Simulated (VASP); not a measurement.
# Al (P6_3/mmc) in VASP: further runs, part 2 of 2

VASP 6.6.1.

### Step 3. Relaxation of cell and atoms, PBE, target pressure 30 GPa, at which the enthalpy is minimised

This run uses another cell than the first one, of 13.11 Å³/atom, 1.003 times its volume.

The input, INCAR:

```
SYSTEM = Al
ALGO = Normal
EDIFF = 1E-7
EDIFFG = -0.005
ENCUT = 600
GGA = PE
IBRION = 2
ISIF = 3
ISMEAR = -1
LASPH = .True.
LCHARG = .False.
LREAL = .False.
LWAVE = .False.
NELM = 100
NSW = 32
PREC = Accurate
PSTRESS = 300.0
SIGMA = 0.08
```

The input, KPOINTS:

```
k-points
0
Gamma
  17 17 9
  0 0 0
```

The input, POSCAR:

```
Al
1.0
    2.6440246775      0.0000000000      0.0000000000
   -1.3220123388      2.2897925389      0.0000000000
    0.0000000000      0.0000000000      4.3294026962
Al
2
Direct
    0.3333333333      0.6666666667      0.2500000000
    0.6666666667      0.3333333333      0.7500000000
```

Potentials or basis: VASP PAW PBE potentials, release 64 (Al).

On the command line:

```
cat potpaw_PBE.64/Al/POTCAR > POTCAR
mpirun -np 1 vasp_std > vasp.out
```

Wall time 19 s (1 thread of AMD EPYC 9R45 (Zen 5), shared host); peak memory 0.13 GiB.

Results (log left out):

```yaml
Free_energy: -6.9043 eV
Pressure_after_relaxing: 30.0 GPa
Band_gap_on_the_k_mesh: zero (band 3 reaches 14.30 eV, above the bottom of band 4 at 7.39 eV)
```

Final structure:
```cif
data_structure
_symmetry_space_group_name_H-M 'P 1'
_symmetry_Int_Tables_number 1
_cell_length_a 2.6440
_cell_length_b 2.6440
_cell_length_c 4.3294
_cell_angle_alpha 90.000
_cell_angle_beta 90.000
_cell_angle_gamma 120.000
_cell_volume 26.21
loop_
_atom_site_label
_atom_site_type_symbol
_atom_site_fract_x
_atom_site_fract_y
_atom_site_fract_z
_atom_site_occupancy
Al1 Al 0.33333 0.66667 0.25000 1
Al2 Al 0.66667 0.33333 0.75000 1
```

Levels at points of the mesh, in eV from the Fermi level:
```
           k point  band 1  band 2  band 3  band 4  band 5  band 6
(0.00, 0.00, 0.00)  -12.86   -5.59   -4.79   12.31   12.31   12.61
```

Caveat: the relaxation stopped at its first step, so nothing moved; the cell is relaxed towards a set pressure, so the enthalpy falls and the energy may rise.

### Step 4. Relaxation of cell and atoms, PBE, target pressure 30 GPa, at which the enthalpy is minimised

This run uses another cell than the first one: it holds 4 atoms, not 2.

The input, INCAR:

```
PREC = Accurate
ENCUT = 600
EDIFF = 1E-7
ISMEAR = -1
SIGMA = 0.08
LREAL = F
LASPH = T
NELM = 60
ALGO = Normal
ISIF = 3
LWAVE = F
LCHARG = F
GGA = PE
IBRION = 2
NSW = 60
EDIFFG = -0.005
PSTRESS = 300.0
```

The input, KPOINTS:

```
regular mesh
0
Gamma
  10 10 7
```

The input, POSCAR:

```
Al
1.0
    3.4902692909      0.0000000000      0.0000000000
   -1.7451346455      3.0226618720      0.0000000000
    0.0000000000      0.0000000000      4.9561823931
Al
4
Direct
    0.0000000000      0.0000000000      0.0000000000
    0.0000000000      0.0000000000      0.5000000000
    0.3333333333      0.6666666667      0.2500000000
    0.6666666667      0.3333333333      0.7500000000
```

Potentials or basis: VASP PAW PBE potentials, release 64 (Al).

On the command line:

```
cat potpaw_PBE.64/Al/POTCAR > POTCAR
mpirun -np 1 vasp_std > vasp.out
```

OUTCAR:

```text
PREC = Accurate
   ENCUT = 600
   EDIFF = 1E-7
   ISMEAR = -1
   LREAL = F
   LASPH = T
   NELM = 60
   ISIF = 3
   GGA = PE
   IBRION = 2
   NSW = 60
   EDIFFG = -0.005
   PSTRESS = 300.0

 ion  position               nearest neighbor table
   1  0.000  0.000  0.000-   3 2.37   4 2.37   4 2.37   3 2.37   4 2.37   3 2.37   2 2.48   2 2.48

   2  0.000  0.000  0.500-   3 2.37   4 2.37   4 2.37   3 2.37   4 2.37   3 2.37   1 2.48   1 2.48

   3  0.333  0.667  0.250-   1 2.37   2 2.37   1 2.37   2 2.37   1 2.37   2 2.37   4 3.19   4 3.19
                             4 3.19   4 3.19   4 3.19   4 3.19
   4  0.667  0.333  0.750-   1 2.37   2 2.37   1 2.37   2 2.37   1 2.37   2 2.37   3 3.19   3 3.19
                             3 3.19   3 3.19   3 3.19   3 3.19

  LATTYP: Found a hexagonal cell.
[... 188 lines left out ...]
  free energy    TOTEN  =       -10.19731288 eV

  energy without entropy =      -10.16938996  energy(sigma->0) =      -10.18335142

 E-fermi :  10.3524     XC(G=0): -10.9847

 val. band max:       10.3227597822   @ k =   0.2000   0.0000   0.2857
 cond. band min:      10.4242492328   @ k =   0.5000   0.0000   0.2857
 fundamental gap:      0.1014894506
 Fermi energy:        10.3523619603
[... 748 lines left out ...]
  energy  without entropy=      -12.6152908925  energy(sigma->0) =      -12.63053468

  enthalpy is  TOTEN    =        -1.1747787339 eV   P V=       11.4709997306

[... ionic steps 4 to 8 ...]

--------------------------------------- Ionic step        9  -------------------------------------------

 number of electron      12.0000000 magnetization

------------------------ aborting loop because EDIFF is reached ----------------------------------------
[... 75 lines left out ...]
--------------------------------------- Ionic step       11  -------------------------------------------

 number of electron      12.0000000 magnetization

 Free energy of the ion-electron system (eV)
  ---------------------------------------------------
  ext. energy  EPLUGINS =         0.00000000
  ---------------------------------------------------
  free energy    TOTEN  =       -12.67512484 eV

  energy without entropy =      -12.64386140  energy(sigma->0) =      -12.65949312

 E-fermi :   8.5772     XC(G=0): -10.3763

 val. band max:        8.5524841112   @ k =   0.4000   0.2000   0.1429
 cond. band min:       8.5951420229   @ k =   0.2000   0.1000   0.1429
 fundamental gap:      0.0426579117
 Fermi energy:         8.5772465260
[... 347 lines left out ...]
  energy  without entropy=      -12.6438614003  energy(sigma->0) =      -12.65949312

  enthalpy is  TOTEN    =        -1.2742134362 eV   P V=       11.4009114087

 reached required accuracy - stopping structural energy minimisation
```

CONTCAR:

```text
Al
   1.00000000000000
     3.7938313133966783   -0.0000000000415501    0.0000000000000000
    -1.8969156567886714    3.2855542951757726   -0.0000000000000000
     0.0000000000000000    0.0000000000000000    4.8847487833705658
  Al
     4
Direct
     0.0000000000000000    0.0000000000000000    0.0000000000000000
     0.0000000000000000    0.0000000000000000    0.5000000000000000
     0.3333333332999970    0.6666666667000030    0.2500000000000000
     0.6666666667000030    0.3333333332999970    0.7500000000000000

  0.00000000E+00  0.00000000E+00  0.00000000E+00
  0.00000000E+00  0.00000000E+00  0.00000000E+00
  0.00000000E+00  0.00000000E+00  0.00000000E+00
  0.00000000E+00  0.00000000E+00  0.00000000E+00
```

It took 2 min on 1 thread of AMD EPYC 9R45 (Zen 5), shared host; peak memory 0.15 GiB.

What came out:

| Quantity | Value |
| --- | --- |
| Free energy | -12.6751 eV |
| Relaxed volume | 15.22 Å³/atom |
| Relaxed cell | a = 3.794 Å, b = 3.794 Å, c = 4.885 Å, α = 90.00°, β = 90.00°, γ = 120.00° |
| Space group after relaxing (to 0.05 Å) | P6_3/mmc (No. 194) |
| Energy change on relaxing (the enthalpy is what falls) | -619.5 meV/atom |
| Ionic steps | 11 |
| Pressure after relaxing | 30.0 GPa |
| Band gap on the k mesh | zero (band 6 reaches 10.00 eV, above the bottom of band 7 at 6.58 eV) |

Step by step:
| step | energy change (eV) | largest force (eV/Å) | pressure (GPa) | volume (Å³) |
| --- | --- | --- | --- | --- |
| 1 | 0.0000 | 0.0000 | 61.64 | 52.29 |
| 2 | -3.7254 | 0.0000 | 5.44 | 74.34 |
| 3 | -2.4485 | 0.0000 | 28.54 | 61.26 |
| 4 | -2.3822 | 0.0000 | 29.51 | 60.90 |
| 5 | -2.3482 | 0.0000 | 30.00 | 60.72 |
| 6 | -2.4050 | 0.0000 | 30.03 | 60.75 |
| 7 | -2.4088 | 0.0000 | 31.08 | 60.61 |
| 8 | -2.4435 | 0.0000 | 30.49 | 60.71 |
| 9 | -2.4428 | 0.0000 | 30.52 | 60.70 |
| 10 | -2.5411 | 0.0000 | 29.07 | 61.23 |
| 11 | -2.4778 | 0.0000 | 30.01 | 60.89 |

Final structure:
```
Al
1.0
     3.79383    0.00000    0.00000
    -1.89692    3.28555    0.00000
     0.00000    0.00000    4.88475
Al
4
Direct
  0.00000 0.00000 0.00000
  0.00000 0.00000 0.50000
  0.33333 0.66667 0.25000
  0.66667 0.33333 0.75000
```

Caveat: the cell is relaxed towards a set pressure, so the enthalpy falls and the energy may rise; the volume moved by over 15 % at a fixed basis, so the end points are rough.

### Step 5. Summary

```csv
cell,k mesh,gap on the mesh (eV),pressure (GPa)
"relaxed to 30 GPa from a = 2.651, b = 2.651, c = 4.295 Å, angles 90.0, 90.0, 120.0°, 2 atoms",17 × 17 × 9,none,30.0
"relaxed to 30 GPa from a = 2.644, b = 2.644, c = 4.329 Å, angles 90.0, 90.0, 120.0°, 2 atoms",17 × 17 × 9,none,30.0
"relaxed to 30 GPa from a = 3.490, b = 3.490, c = 4.956 Å, angles 90.0, 90.0, 120.0°, 4 atoms",10 × 10 × 7,none,30.0
```

Alike in all rows: task relaxation of cell and atoms; level PBE; potentials or basis VASP PAW PBE potentials, release 64 (Al); no spin polarisation; cutoff (eV) 600; smearing fermi-dirac 0.08 eV.

Caveats: the cell is relaxed towards a set pressure, so the enthalpy falls and the energy may rise; the relaxation stopped at its first step, so nothing moved (some runs); the volume moved by over 15 % at a fixed basis, so the end points are rough (some runs).

Total energies depend on the potentials used, so only differences within one code and one set of settings carry meaning.
